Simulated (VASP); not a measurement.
# Ge2H in VASP: notebook, part 2 of 2

VASP 6.6.1.

## (3) Single point, PBE+D3(BJ), collinear spin

Contents of INCAR:

```
  PREC = Accurate
  ENCUT = 520
  EDIFF = 1E-6
  ISMEAR = 0
  SIGMA = 0.1
  LREAL = False
  LASPH = True
  NELM = 150
  ALGO = Fast
  ISIF = 2
  LWAVE = False
  LCHARG = True
  ISPIN = 2
  MAGMOM = 0 0 1
  LORBIT = 11
  LDIPOL = True
  IDIPOL = 3
  DIPOL = 0.5 0.5 0.274
  GGA = PE
  IVDW = 12
  LELF = True
  LVHAR = True
  LVACPOTAV = True
  NBANDS = 26
```

Contents of KPOINTS:

```
Automatic mesh
0
Gamma
  9 9 1
```

Contents of POSCAR:

```
Ge2H
1.0
    4.0226895460      0.0000000000      0.0000000000
   -2.0113447730      3.4837513384      0.0000000000
    0.0000000000      0.0000000000     17.6842610184
Ge H
2 1
Direct
    0.3333333333      0.6666666667      0.2648830513
    0.6666666667      0.3333333333      0.2261898304
    0.8888888889      0.1111111111      0.3316090513
```

Potentials or basis: VASP PAW PBE potentials, release 64 (Ge_d, H).

Launch:

```sh
cat potpaw_PBE.64/Ge_d/POTCAR potpaw_PBE.64/H/POTCAR > POTCAR
mpirun -np 1 vasp_std > vasp.out
```

OUTCAR:

```text
PREC = Accurate
   ENCUT = 520
   EDIFF = 1E-6
   ISMEAR = 0
   LREAL = False
   LASPH = True
   NELM = 150
   ISIF = 2
   ISPIN = 2
   LORBIT = 11
   GGA = PE
   IVDW = 12
 IVDW          = 12

 ion  position               nearest neighbor table
   1  0.333  0.667  0.265-   2 2.42   2 2.42   2 2.42
   2  0.667  0.333  0.226-   1 2.42   1 2.42   1 2.42
   3  0.889  0.111  0.332-

  LATTYP: Found a hexagonal cell.
 ALAT       =     4.0226895460
 C/A-ratio  =     4.3961287134

  Lattice vectors:

 A1 = (   4.0226895460,   0.0000000000,   0.0000000000)
 A2 = (  -2.0113447730,   3.4837513384,   0.0000000000)
 A3 = (   0.0000000000,   0.0000000000,  17.6842610184)

Analysis of symmetry for initial positions (statically):
=====================================================================
 Subroutine PRICEL returns:
 Original cell was already a primitive cell.
[... 1596 lines left out ...]
     26       6.3676      0.00000

 [... further k-points ...]

------------------------ aborting loop because EDIFF is reached ----------------------------------------

 Edisp (eV)   -0.40638

 E8    (eV) :    -0.1795

  FORCE on cell =-STRESS in cart. coord.  units (eV):
  Direction    XX          YY          ZZ          XY          YZ          ZX
  --------------------------------------------------------------------------------------
  -------------------------------------------------------------------------------------
  Total       0.12766     0.15838    -0.82363     0.02661     0.34398    -0.59579
  in kB       0.82531     1.02392    -5.32464     0.17200     2.22378    -3.85172
  external pressure =       -1.16 kB  Pullay stress =        0.00 kB

 VOLUME and BASIS-vectors are now :
 -----------------------------------------------------------------------------
  energy-cutoff  :      520.00
  volume of cell :      247.83
      direct lattice vectors                 reciprocal lattice vectors
     4.022689546  0.000000000  0.000000000     0.248589902  0.143523447  0.000000000
    -2.011344773  3.483751338  0.000000000     0.000000000  0.287046894  0.000000000
     0.000000000  0.000000000 17.684261018     0.000000000  0.000000000  0.056547458

 POSITION                                       TOTAL-FORCE (eV/Angst)
 -----------------------------------------------------------------------------------
     -0.00000      2.32250      4.68426         0.381030     -0.219988      0.985399
      2.01134      1.16125      4.00000         0.078349     -0.045235     -0.195008
      3.35224      0.38708      5.86426        -0.459379      0.265223     -0.790391
 -----------------------------------------------------------------------------------
    total drift:                                0.000033     -0.000020      0.001445

  FREE ENERGIE OF THE ION-ELECTRON SYSTEM (eV)
  ---------------------------------------------------
  free  energy   TOTEN  =       -10.1647111399 eV

  energy  without entropy=      -10.1561492348  energy(sigma->0) =      -10.16043019

 vacuum level on the upper side and lower side of the slab         2.249         1.285

 total charge

# of ion       s       p       d       tot
------------------------------------------
    1        1.181   1.123  10.020  12.324
    2        1.211   1.083  10.018  12.311
    3        0.403   0.004   0.000   0.408
--------------------------------------------------
tot          2.795   2.210  20.038  25.043

 magnetization (x)

# of ion       s       p       d       tot
------------------------------------------
    1        0.000   0.000   0.000   0.000
    2        0.000   0.000   0.000   0.000
    3        0.000   0.000   0.000   0.000
--------------------------------------------------
tot          0.000   0.000   0.000   0.000
```

Run time: 14 min. Hardware: 1 thread of Oxide Virtual Turin-like, shared host; peak memory 0.54 GiB.

What came out:

- Free energy: -10.1647 eV
- Largest force: 1.079 eV/Å
- Net moment: 0.00 μB per cell
- Valence electrons inside the program's atomic spheres: Ge 12.32, 12.31; H 0.41
- Dispersion energy per atom: -0.135 eV

Forces on the atoms (eV/Å):
```
Ge   0.381 -0.220  0.985
Ge   0.078 -0.045 -0.195
H   -0.459  0.265 -0.790
```
